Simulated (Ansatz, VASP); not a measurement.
Nb3BN4: VASP beside Ansatz

```
Nb B N
1.0
     4.48557    0.00000    0.00000
     0.00000    4.48557    0.00000
     0.00000    0.00000    4.48557
Nb B N
3 1 4
Direct
  0.00000 0.50000 0.50000
  0.50000 0.50000 0.00000
  0.50000 0.00000 0.50000
  0.00000 0.00000 0.00000
  0.20200 0.79800 0.79800
  0.79800 0.79800 0.20200
  0.79800 0.20200 0.79800
  0.20200 0.20200 0.20200
```

Change from the starting cell: species swapped into the Cu3AsS4 type (P-43m, No. 215).

Alike in both runs: functional PBE; k mesh 4 × 4 × 4; occupations gaussian, width 0.1 eV; no spin polarisation.

Ansatz relaxed the structure, and its values are those at the end. VASP's run is a single point on that final structure, the one shown.

|  | VASP | Ansatz |
| --- | --- | --- |
| version | VASP 6.6.1 | Ansatz 0.2.0 |
| potentials or method | VASP PAW PBE potentials, release 64 (Nb_sv, B, N), cutoff 520 eV | scalar-relativistic, plane waves, PAW |
| valence electrons in the cell | 62 | 62 |

```tsv
	VASP	Ansatz	Ansatz less VASP
gap on the k mesh at the Fermi level (eV)	none	none	-
pressure (GPa)	-0.1	0.2	+0.38
rms of the force components (eV/Å)	0.001	0.011	+0.0108
```

A gap of «none» marks a metal or a gap that the smearing closes. The functional is the same, so the differences come from potentials, cutoffs and numerics.
